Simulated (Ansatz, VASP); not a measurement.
## K2S: VASP beside Ansatz

INCAR

```
SYSTEM = K2S
  PREC = Accurate
  ENCUT = 500
  EDIFF = 1E-6
  ISMEAR = 0
  SIGMA = 0.01
  LREAL = .False.
  LASPH = .True.
  NELM = 120
  ALGO = Normal
  ISIF = 2
  LWAVE = .False.
  LCHARG = .False.
  GGA = PE
  NBANDS = 19
  GGA_COMPAT = .False.
```

Contents of KPOINTS:

```
regular mesh
0
Gamma
  2 2 2
  0 0 0
```

File POSCAR:

```
K2S
1.0
    0.0000000000      3.7027186978      3.7027186978
    3.7027186978      0.0000000000      3.7027186978
    3.7027186978      3.7027186978      0.0000000000
K S
2 1
Direct
    0.2500000000      0.2500000000      0.2500000000
    0.7500000000      0.7500000000      0.7500000000
    0.0000000000      0.0000000000      0.0000000000
```

Input for Ansatz:

```yaml
crystal:
  lattice:
    - [0.0, 3.7027186978, 3.7027186978]
    - [3.7027186978, 0.0, 3.7027186978]
    - [3.7027186978, 3.7027186978, 0.0]
  atoms:
    - { symbol: K, position: [0.25, 0.25, 0.25] }
    - { symbol: K, position: [0.75, 0.75, 0.75] }
    - { symbol: S, position: [0.0, 0.0, 0.0] }
kpoints:
  mp_grid: { grid: [2, 2, 2] }
hamiltonian:
  xc: pbe
scf:
  occupations: { method: fixed }
  n_extra_bands: 4
output:
  forces: true
  stress: true
  eigenvalues: true
```

Alike in both runs: task single point; functional PBE; k mesh 2 × 2 × 2; no spin polarisation.

|  | VASP | Ansatz |
| --- | --- | --- |
| version | VASP 6.6.1 | Ansatz 0.2.0 |
| potentials or method | VASP PAW PBE potentials, release 64 (K_sv, S) | plane waves |
| plane-wave cutoff (eV) | 500 | 420 |
| occupations | gaussian, width 0.01 eV | fixed |
| valence electrons in the cell | 24 | 24 |

|  | VASP | Ansatz | Ansatz less VASP |
| --- | --- | --- | --- |
| gap on the k mesh at the Fermi level (eV) | 2.35 | 2.35 | +0.001 |
| pressure (GPa) | 0.5 | 0.5 | -0.04 |

The k mesh is coarse, so the values compare programs but aren't converged.
